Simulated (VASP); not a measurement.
The system is FeGe.

```
Ge Fe
1.0
     4.99760    0.00000    0.00000
    -2.49880    4.32805    0.00000
     0.00000    0.00000    4.11576
Ge Fe
3 3
Direct
  0.66667 0.33333 0.50000
  0.33333 0.66667 0.50000
  0.00000 0.00000 0.00000
  0.00000 0.50000 0.00000
  0.50000 0.50000 0.00000
  0.50000 0.00000 0.00000
```

* Program: VASP 6.6.1
* Task: relaxation of cell and atoms
* Functional: LDA
* Potentials or basis: VASP PAW LDA potentials, release 64 (Ge_d, Fe)
* Cutoff: 600 eV
* k mesh: 6 × 6 × 7
* Occupations: fermi-dirac, width 0.05 eV
* Spin: collinear spin, ferromagnetic start
* Starting moments: [0.0, 0.0, 0.0, 3.0, 3.0, 3.0] μB
* Hubbard terms: Fe d U = 2.0 eV

At the start: pressure -8.6 GPa; volume 14.84 Å³/atom.

Question: How do energy, volume and symmetry change on relaxing?

Answer: Over 6 steps the energy falls by 32.5 meV/atom and the volume is 13.76 Å³/atom (-7.3 %); space group P6/mmm (No. 191, to 0.1 Å) before and after; moment 5.73 μB per cell.

The path:
| step | energy change (eV) | largest force (eV/Å) | pressure (GPa) | volume (Å³) |
| --- | --- | --- | --- | --- |
| 1 | 0.0000 | 0.0000 | -8.59 | 89.02 |
| 2 | -0.1341 | 0.0000 | 4.46 | 79.16 |
| 3 | -0.1924 | 0.0000 | 0.33 | 82.42 |
| 4 | -0.1924 | 0.0000 | -0.07 | 82.64 |
| 5 | -0.1950 | 0.0000 | -0.08 | 82.56 |
| 6 | -0.1951 | 0.0000 | -0.04 | 82.55 |

Final structure:
```
Ge Fe
1.0
     4.88711    0.00000    0.00000
    -2.44356    4.23236    0.00000
     0.00000    0.00000    3.99103
Ge Fe
3 3
Direct
  0.66667 0.33333 0.50000
  0.33333 0.66667 0.50000
  0.00000 0.00000 0.00000
  0.00000 0.50000 0.00000
  0.50000 0.50000 0.00000
  0.50000 0.00000 0.00000
```

Caveat: the U is typed as a test and isn't derived for this compound.
